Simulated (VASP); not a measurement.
Input of a VASP 6.6.1 run:

Contents of INCAR:

```
SYSTEM = Si3N4
PREC = Accurate
ENCUT = 520
EDIFF = 1E-6
ISMEAR = -1
SIGMA = 0.02
LREAL = .FALSE.
LASPH = .TRUE.
NELM = 80
ALGO = Normal
ISIF = 2
LWAVE = .FALSE.
LCHARG = .FALSE.
GGA = PE
NBANDS = 45
```

File KPOINTS:

```
regular mesh
0
G
  4 4 10
  0 0 0
```

Contents of POSCAR:

```
Si3N4
1.0
    7.6044000000      0.0000000000      0.0000000000
   -3.8022000000      6.5856035805      0.0000000000
    0.0000000000      0.0000000000      2.9063000000
Si N
6 8
Direct
    0.7679796747      0.1740937292      0.2500000000
    0.5938859455      0.7679796747      0.7500000000
    0.8259062708      0.5938859455      0.2500000000
    0.2320203253      0.8259062708      0.7500000000
    0.4061140545      0.2320203253      0.2500000000
    0.1740937292      0.4061140545      0.7500000000
    0.0299692425      0.3298825355      0.2500000000
    0.7000867070      0.0299692425      0.7500000000
    0.6701174645      0.7000867070      0.2500000000
    0.9700307575      0.6701174645      0.7500000000
    0.2999132930      0.9700307575      0.2500000000
    0.3298825355      0.2999132930      0.7500000000
    0.6666666667      0.3333333333      0.2500000000
    0.3333333333      0.6666666667      0.7500000000
```

Potentials or basis: VASP PAW PBE potentials, release 64 (Si, N).

Command:

```console
$ cat potpaw_PBE.64/Si/POTCAR potpaw_PBE.64/N/POTCAR > POTCAR
$ mpirun -np 1 vasp_std > vasp.out
```

Problem. What does it give for the pressure?

Solution. 5.2 GPa.

Problem. Estimate the largest force.

Solution. 0.015 eV/Å.

Problem. Estimate the band gap on the k mesh.

Solution. 4.33 eV (least direct gap 4.52 eV).

Forces on the atoms (eV/Å):
```
Si  -0.012  0.001  0.000
Si  -0.006 -0.010  0.000
Si   0.005 -0.011  0.000
Si   0.012 -0.001  0.000
Si   0.006  0.010  0.000
Si  -0.005  0.011  0.000
N   -0.005 -0.014  0.000
N    0.010 -0.011  0.000
N    0.015  0.003  0.000
N    0.005  0.014  0.000
N   -0.010  0.011  0.000
N   -0.015 -0.003  0.000
N    0.000  0.000  0.000
N    0.000  0.000  0.000
```

Caveat: the cell stands under pressure. A k mesh can miss the band edges.
